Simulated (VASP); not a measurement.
Write the native input for VASP 6.6.1 that does the following.

* Task: single point
* Functional: PBE
* Potentials or basis: VASP PAW PBE potentials, release 64 (Al, Ga_d, P)
* Cutoff: 520 eV
* k mesh: 3 × 3 × 4
* Occupations: gaussian, width 0.1 eV
* Spin: no spin polarisation
* Dipole correction: no
* Further INCAR settings: ALGO = Normal; EDIFF = 1e-06; NBANDS = 46

The structure of Al2GaP3 lies in POSCAR:

```
Al2GaP3
1.0
    6.7305890000      0.0000000000      0.0000000000
   -3.3652945000      5.8288611000      0.0000000000
    0.0000000000      0.0000000000      6.3887221000
Al Ga P
4 2 6
Direct
    0.0000000000      0.0000000000      0.0003880000
    0.6667410000      0.6667410000      0.4996800000
    0.3332590000      0.0000000000      0.4996800000
    0.0000000000      0.3332590000      0.4996800000
    0.3333333000      0.6666667000      0.0009550000
    0.6666667000      0.3333333000      0.0009550000
    0.3333333000      0.6666667000      0.3758420000
    0.0000000000      0.0000000000      0.3744660000
    0.6666667000      0.3333333000      0.3758420000
    0.6670770000      0.6670770000      0.8741710000
    0.3329230000      0.0000000000      0.8741710000
    0.0000000000      0.3329230000      0.8741710000
```

These files were run (other wordings do the same):

INCAR

```
SYSTEM = Al2GaP3
ALGO = Normal ; EDIFF = 1E-6
ENCUT = 520 ; GGA = PE
ISIF = 2 ; ISMEAR = 0
LASPH = .TRUE. ; LCHARG = .FALSE.
LREAL = .FALSE. ; LWAVE = .FALSE.
NBANDS = 46 ; NELM = 80
PREC = Accurate ; SIGMA = 0.1
```

KPOINTS

```
k-points
0
G
  3 3 4
  0 0 0
```

Potentials or basis: VASP PAW PBE potentials, release 64 (Al, Ga_d, P).

Command:

```bash
$ cat potpaw_PBE.64/Al/POTCAR potpaw_PBE.64/Ga_d/POTCAR potpaw_PBE.64/P/POTCAR > POTCAR
$ mpirun -np 1 vasp_std > vasp.out
```

It gave:

- Pressure: -0.1 GPa
- Largest force: 0.007 eV/Å
- Band gap on the k mesh: 1.71 eV, indirect (least direct gap 1.83 eV)

Wall time 95 s on 1 thread of Intel(R) Xeon(R) 6975P-C (Granite Rapids), with other jobs on the host, peak memory 0.37 GiB.
